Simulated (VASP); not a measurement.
# CdS (v.bB) (F-43m) in VASP: single point with PBE

Aim: the single point of CdS (v.bB) with PBE.

All numbers are computed with VASP 6.6.1; they aren't measurements. Logs are shortened: lines on timing, memory, paths and dates and some standing lists are left out, and cuts for length are marked.

**1. The cell of the first run**

It takes space group F-43m (No. 216, cubic). Conventional cell: a = 5.927 Å, b = 5.927 Å, c = 5.927 Å, α = 90.00°, β = 90.00°, γ = 90.00°. Cd (site symmetry -43m) has 4 S at 2.57 Å within 3.4 Å. S (site symmetry -43m) has 4 Cd at 2.57 Å within 3.4 Å.

**2. Single point, PBE**

INCAR

```
ALGO = Normal
EDIFF = 1E-6
ENCUT = 500
GGA = PE
GGA_COMPAT = F
ISIF = 2
ISMEAR = 0
LASPH = T
LCHARG = T
LELF = T
LREAL = F
LVHAR = T
LWAVE = F
NBANDS = 16
NELM = 120
PREC = Accurate
SIGMA = 0.02
```

KPOINTS

```
k-points
0
Gamma
  8 8 8
```

POSCAR

```
CdS
1.0
    0.0000000000      2.9634773873      2.9634773873
    2.9634773873      0.0000000000      2.9634773873
    2.9634773873      2.9634773873      0.0000000000
Cd S
1 1
Direct
    0.0000000000      0.0000000000      0.0000000000
    0.2500000000      0.2500000000      0.2500000000
```

Potentials or basis: VASP PAW PBE potentials, release 64 (Cd, S).

The run is started by

```
$ cat potpaw_PBE.64/Cd/POTCAR potpaw_PBE.64/S/POTCAR > POTCAR
$ mpirun -np 1 vasp_std > vasp.out
```

OUTCAR:

```text
EDIFF = 1E-6
   ENCUT = 500
   GGA = PE
   ISIF = 2
   ISMEAR = 0
   LASPH = T
   LREAL = F
   NELM = 120
   PREC = Accurate

 ion  position               nearest neighbor table
   1  0.000  0.000  0.000-   2 2.57   2 2.57   2 2.57   2 2.57
   2  0.250  0.250  0.250-   1 2.57   1 2.57   1 2.57   1 2.57

  LATTYP: Found a face centered cubic cell.
 ALAT       =     5.9269547746

  Lattice vectors:

 A1 = (   0.0000000000,   2.9634773873,   2.9634773873)
 A2 = (   2.9634773873,   0.0000000000,   2.9634773873)
 A3 = (   2.9634773873,   2.9634773873,   0.0000000000)

Analysis of symmetry for initial positions (statically):
=====================================================================
 Subroutine PRICEL returns:
 Original cell was already a primitive cell.

 Routine SETGRP: Setting up the symmetry group for a
 face centered cubic supercell.

 Subroutine GETGRP returns: Found 24 space group operations
 (whereof 24 operations were pure point group operations)
 out of a pool of 48 trial point group operations.

The static configuration has the point symmetry T_d .

Analysis of symmetry for dynamics (positions and initial velocities):
=====================================================================
 Subroutine PRICEL returns:
 Original cell was already a primitive cell.

 Routine SETGRP: Setting up the symmetry group for a
 face centered cubic supercell.

 Subroutine GETGRP returns: Found 24 space group operations
 (whereof 24 operations were pure point group operations)
 out of a pool of 48 trial point group operations.

The dynamic configuration has the point symmetry T_d .

 Subroutine INISYM returns: Found 24 space group operations
 (whereof 24 operations are pure point group operations),
 and found     1 'primitive' translations

----------------------------------------------------------------------------------------

                                     Primitive cell

  volume of cell :      52.0517

  direct lattice vectors                    reciprocal lattice vectors
     0.000000000  2.963477387  2.963477387    -0.168720707  0.168720707  0.168720707
     2.963477387  0.000000000  2.963477387     0.168720707 -0.168720707  0.168720707
[... 75 lines left out ...]
 SYSTEM =  unknown system
   PREC   = accura    normal or accurate (medium, high low for compatibility)
   ISTART =      0    job   : 0-new  1-cont  2-samecut
   ICHARG =      2    charge: 1-file 2-atom 10-const
   ISPIN  =      1    spin polarized calculation?
   LNONCOLLINEAR =      F non collinear calculations
   LSORBIT =      F    spin-orbit coupling
   LASPH  =      T    aspherical Exc in radial PAW
   ENCUT  =  500.0 eV  36.75 Ry    6.06 a.u.   7.64  7.64  7.64*2*pi/ulx,y,z
   NELM   =    120;   NELMIN=  2; NELMDL= -5     # of ELM steps
   EDIFF  = 0.1E-05   stopping-criterion for ELM
   LREAL  =      F    real-space projection
   EDIFFG = 0.1E-04   stopping-criterion for IOM
   NSW    =      0    number of steps for IOM
   IBRION =     -1    ionic relax: 0-MD 1-quasi-New 2-CG
   NFREE  =      0    steps in history (QN), initial steepest desc. (CG)
   ISIF   =      2    stress and relaxation
   ISYM   =      2    0-nonsym 1-usesym 2-fastsym
   POTIM  = 0.5000    time-step for ionic-motion
   TEBEG  =    0.0;   TEEND  =   0.0 temperature during run
   PSTRESS=    0.0 pullay stress
   NELECT =      18.0000    total number of electrons
   NUPDOWN=      -1.0000    fix difference up-down
   EMIN   =  10.00;   EMAX   =-10.00  energy-range for DOS
   EFERMI =   0.00;   METHOD = LEGACY
   ISMEAR =     0;   SIGMA  =   0.02  broadening in eV -4-tet -1-fermi 0-gaus
   EFERMI_NEDOS =   21; number of points for ismear=-14 and -15
   IALGO  =     38    algorithm
   IMIX   =      4    mixing-type and parameters
     AMIX     =   0.40;   BMIX     =  1.00
     AMIX_MAG =   1.60;   BMIX_MAG =  1.00
  volume/ion in A,a.u.               =      26.03       175.63
  Fermi-wavevector in a.u.,A,eV,Ry     =   1.149090  2.171465 17.965240  1.320408
  Thomas-Fermi vector in A             =   2.285762
   LORBIT       =      0    0 simple, 1 ext, 2 COOP (PROOUT), +10 PAW based schemes
   GGA     = PE    functional components
   LHFCALC =     F    Hartree Fock is set to
   AEXX    =    0.0000 exact exchange contribution
   IVDW    =     0    specifies the selected vdW correction
   LEPSILON=     F    determine dielectric tensor
   LRPA    =     F    only Hartree local field effects (RPA)
 non-spin polarized calculation
 Gauss-broadening in eV      SIGMA  =   0.02
  energy-cutoff  :      500.00
  volume of cell :       52.05
 maximum number of plane-waves:      1363
   NGX = 15   NGY = 15   NGZ = 15

 number of electron      18.0000001 magnetization

 Free energy of the ion-electron system (eV)
  ---------------------------------------------------
  ext. energy  EPLUGINS =         0.00000000
  ---------------------------------------------------
  free energy    TOTEN  =        -6.14712734 eV

  energy without entropy =       -6.14712734  energy(sigma->0) =       -6.14712734

 E-fermi :   1.0598     XC(G=0):  -8.9271

 val. band max:        0.9160633743   @ k =   0.0000   0.0000   0.0000
 cond. band min:       1.9591561829   @ k =   0.0000   0.0000   0.0000
 fundamental gap:      1.0430928086
 Fermi energy:         1.0597725868

 k-point     1 :       0.0000    0.0000    0.0000
  band No.  band energies     occupation
      1     -11.1714      2.00000
      2      -6.6516      2.00000
      3      -6.6516      2.00000
      4      -6.6516      2.00000
      5      -6.2346      2.00000
      6      -6.2346      2.00000
[... 433 lines left out ...]
      3      -6.4741      2.00000
      4      -6.2551      2.00000
      5      -6.2108      2.00000
      6      -5.7950      2.00000
[... 8 lines left out ...]
     15      13.0857      0.00000
     16      13.9285      0.00000

 [... further k-points ...]
[... 5 lines left out ...]
  --------------------------------------------------------------------------------------
  -------------------------------------------------------------------------------------
  Total        0.0893760      0.0893760      0.0893760      0.0000000     -0.0000000      0.0000000
  in kB        2.7510391      2.7510391      2.7510391      0.0000000     -0.0000000      0.0000000
  external PRESSURE =       2.7510391 kB  Pullay stress =       0.0000000 kB

 VOLUME and BASIS-vectors are now :
 -----------------------------------------------------------------------------
  energy-cutoff  :      500.00
  volume of cell :       52.05
      direct lattice vectors                 reciprocal lattice vectors
     0.000000000  2.963477387  2.963477387    -0.168720707  0.168720707  0.168720707
     2.963477387  0.000000000  2.963477387     0.168720707 -0.168720707  0.168720707
     2.963477387  2.963477387  0.000000000     0.168720707  0.168720707 -0.168720707

 POSITION                                       TOTAL-FORCE (eV/Angst)
 -----------------------------------------------------------------------------------
      0.00000      0.00000      0.00000        -0.000000     -0.000000     -0.000000
      1.48174      1.48174      1.48174         0.000000      0.000000      0.000000
 -----------------------------------------------------------------------------------
    total drift:                               -0.000000     -0.000000      0.000000

  FREE ENERGIE OF THE ION-ELECTRON SYSTEM (eV)
  ---------------------------------------------------
  free  energy   TOTEN  =        -6.1471273425 eV

  energy  without entropy=       -6.1471273425  energy(sigma->0) =       -6.14712734
```

OSZICAR:

```text
N       E                     dE             d eps       ncg     rms          rms(c)
DAV:   1     0.109121960022E+03    0.10912E+03   -0.88719E+03   928   0.993E+02
DAV:   2    -0.244393115214E+01   -0.11157E+03   -0.10502E+03  1128   0.252E+02
DAV:   3    -0.667457487005E+01   -0.42306E+01   -0.42234E+01  1184   0.517E+01
DAV:   4    -0.669983916050E+01   -0.25264E-01   -0.25262E-01  1136   0.392E+00
DAV:   5    -0.670018942907E+01   -0.35027E-03   -0.35027E-03  1176   0.436E-01    0.732E+00
DAV:   6    -0.616442322295E+01    0.53577E+00   -0.86538E-01  1384   0.112E+01    0.600E+00
DAV:   7    -0.614675296773E+01    0.17670E-01   -0.18477E-01  1136   0.293E+00    0.299E+00
DAV:   8    -0.614694900309E+01   -0.19604E-03   -0.16282E-02  1104   0.157E+00    0.271E-01
DAV:   9    -0.614690058189E+01    0.48421E-04   -0.18925E-03  1096   0.611E-01    0.613E-02
DAV:  10    -0.614704622491E+01   -0.14564E-03   -0.24491E-04  1144   0.148E-01    0.720E-02
DAV:  11    -0.614713439387E+01   -0.88169E-04   -0.14430E-04  1088   0.895E-02    0.263E-02
DAV:  12    -0.614712639585E+01    0.79980E-05   -0.22633E-05  1240   0.577E-02    0.930E-03
DAV:  13    -0.614712741849E+01   -0.10226E-05   -0.29618E-06  1096   0.103E-02    0.615E-03
DAV:  14    -0.614712734250E+01    0.75993E-07   -0.22625E-07   960   0.308E-03
   1 F= -.61471273E+01 E0= -.61471273E+01  d E =-.249618E-26
```

stdout:

```text
POSCAR found type information on POSCAR CdS
 POSCAR found :  2 types and       2 ions
 scaLAPACK will be used
 LDA part: xc-table for (Slater+PW92), standard interpolation
 POSCAR, INCAR and KPOINTS ok, starting setup
 FFT: planning ... GRIDC
 FFT: planning ... GRID_SOFT
 FFT: planning ... GRID
 WAVECAR not read
 entering main loop
```

Wall time 33 s (1 thread of Intel Xeon 8259CL, shared host); peak memory 0.18 GiB.

What came out:

| Item | Value |
| --- | --- |
| Free energy | -6.1471 eV |
| Pressure | 0.3 GPa |
| Band gap on the k mesh | 1.04 eV, direct |

Levels at points of the mesh, in eV from the valence-band top:
| k point | band 6 | band 7 | band 8 | band 9 | band 10 | band 11 | band 12 | band 13 |
| --- | --- | --- | --- | --- | --- | --- | --- | --- |
| (0.00, 0.00, 0.00) | -7.15 | 0.00 | 0.00 | 0.00 | 1.04 | 6.55 | 6.55 | 6.55 |
| (0.50, 0.00, 0.00) | -6.81 | -4.12 | -0.69 | -0.69 | 2.94 | 7.01 | 7.01 | 7.33 |
| (0.50, 0.50, 0.00) | -6.75 | -3.75 | -1.72 | -1.72 | 3.63 | 4.28 | 9.04 | 10.49 |

PBE gaps usually lie below the measured ones, often by a third to a half.
